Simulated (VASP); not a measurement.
Write the native input for VASP 6.6.1 that does the following.

```
Task                   : relaxation of cell and atoms
Functional             : LDA
Potentials or basis    : VASP PAW LDA potentials, release 64 (Cs_sv, Cl)
Cutoff                 : 500 eV
k mesh                 : 6 × 6 × 6
Occupations            : fermi-dirac, width 0.02 eV
Spin                   : no spin polarisation
Dipole correction      : no
Further INCAR settings : ALGO = Normal; EDIFF = 1e-07; IBRION = 2; EDIFFG = -0.005; NSW = 80; ISIF = 3
```

The structure of CsCl lies in POSCAR:

```
CsCl
1.0
    4.2029290382      0.0000000000      0.0000000000
    0.0000000000      4.2029290382      0.0000000000
    0.0000000000      0.0000000000      4.2029290382
Cs Cl
1 1
Direct
    0.0000000000      0.0000000000      0.0000000000
    0.5000000000      0.5000000000      0.5000000000
```

These files were run (other wordings do the same):

INCAR

```
SYSTEM = CsCl
ALGO = Normal
EDIFF = 1E-7
EDIFFG = -0.005
ENCUT = 500
GGA_COMPAT = .FALSE.
IBRION = 2
ISIF = 3
ISMEAR = -1
LASPH = .TRUE.
LCHARG = .FALSE.
LREAL = .FALSE.
LWAVE = .FALSE.
NELM = 120
NELMIN = 4
NSW = 80
PREC = Accurate
SIGMA = 0.02
```

KPOINTS

```
k-points
0
G
  6 6 6
  0 0 0
```

Potentials or basis: VASP PAW LDA potentials, release 64 (Cs_sv, Cl).

The run is started by

```bash
$ cat potpaw_LDA.64/Cs_sv/POTCAR potpaw_LDA.64/Cl/POTCAR > POTCAR
$ mpirun -np 1 vasp_std > vasp.out
```

Results of the run:

| Item | Value |
| --- | --- |
| Relaxed volume | 31.44 Å³/atom |
| Relaxed cell | a = 3.977 Å, b = 3.977 Å, c = 3.977 Å, α = 90.00°, β = 90.00°, γ = 90.00° |
| Space group after relaxing (to 0.1 Å) | Pm-3m (No. 221) |
| Energy gained by relaxing | 56.9 meV/atom |
| Ionic steps | 17 |
| Pressure after relaxing | 0.0 GPa |
| Band gap on the k mesh | 4.98 eV |

Caveat: the volume moved by over 15 % at a fixed basis, so the end points are rough; spin-orbit coupling is left out, which moves the levels of the heavy elements.

Wall time 110 s on 1 thread of Intel Xeon 8259CL (shared host), peak memory 0.17 GiB.
